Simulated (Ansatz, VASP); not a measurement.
One calculation of EuBi, two programs

Contents of INCAR:

```
ALGO     = Fast           # electronic algorithm
EDIFF    = 1E-6           # SCF threshold, eV
ENCUT    = 520            # plane-wave cutoff, eV
GGA      = PS             # functional
ISIF     = 2              # what is computed and relaxed
ISMEAR   = 0              # smearing method
ISPIN    = 2              # spin polarisation
LASPH    = T              # aspherical terms in the spheres
LCHARG   = T              # write CHGCAR
LELF     = T              # ELF
LMAXMIX  = 6              # l up to which the mixer works
LORBIT   = 11             # projections on sites
LREAL    = F              # projectors in reciprocal space
LVHAR    = T            
LWAVE    = F              # write WAVECAR
MAGMOM   = 7.22 0         # initial moments
NBANDS   = 27             # bands
NELM     = 150            # most SCF steps
PREC     = Accurate       # precision mode
SIGMA    = 0.05           # smearing width, eV
```

File KPOINTS:

```
k-points
0
Gamma
  8 8 8
```

File POSCAR:

```
EuBi
1.0
    0.0000000000      3.5839798003      3.5839798003
    3.5839798003      0.0000000000      3.5839798003
    3.5839798003      3.5839798003      0.0000000000
Eu Bi
1 1
Direct
    0.0000000000      0.0000000000      0.0000000000
    0.2500000000      0.2500000000      0.2500000000
```

Input for Ansatz:

```yaml
crystal:
  lattice:
    - [0.0, 3.5839798003, 3.5839798003]
    - [3.5839798003, 0.0, 3.5839798003]
    - [3.5839798003, 3.5839798003, 0.0]
  atoms:
    - { symbol: Eu, position: [0.0, 0.0, 0.0], spin: 7.22 }
    - { symbol: Bi, position: [0.25, 0.25, 0.25] }
basis:
  ecutwfc: 420
  ecutrho_ratio: 4
kpoints:
  mp_grid: { grid: [8, 8, 8] }
hamiltonian:
  xc: pbesol
scf:
  occupations: { method: gaussian, width: 0.05 }
output:
  forces: true
  stress: true
  eigenvalues: true
  populations: true
magnetization:
  spin_polarized: true
```

Alike in both runs: task single point; functional PBEsol; k mesh 8 × 8 × 8; occupations gaussian, width 0.05 eV; collinear spin.

|  | VASP | Ansatz |
| --- | --- | --- |
| version | VASP 6.6.1 | Ansatz 0.2.0 |
| potentials or method | VASP PAW PBE potentials, release 64 (Eu, Bi_d), cutoff 520 eV | scalar-relativistic, plane waves, PAW |
| valence electrons in the cell | 32 | 32 |

Ansatz gave:

| Property | Result |
| --- | --- |
| gap on the k mesh at the Fermi level (eV) | none |
| pressure (GPa) | 1.0 |
| net moment per atom (μB) | 3.00 |
| size of the moment on the site where the two differ most (μB) | 6.55 |

Problem. Estimate VASP's values.

Solution. gap on the k mesh at the Fermi level (eV): none; pressure (GPa): 0.8; net moment per atom (μB): 3.00; size of the moment on the site where the two differ most (μB): 6.39.

VASP's potentials were made for PBE, not for PBEsol. Site moments also hang on the region over which each program counts them. A gap of «none» marks a metal or a gap that the smearing closes. Ansatz's warnings: given moment on shells.

Neither program's run includes spin-orbit coupling.
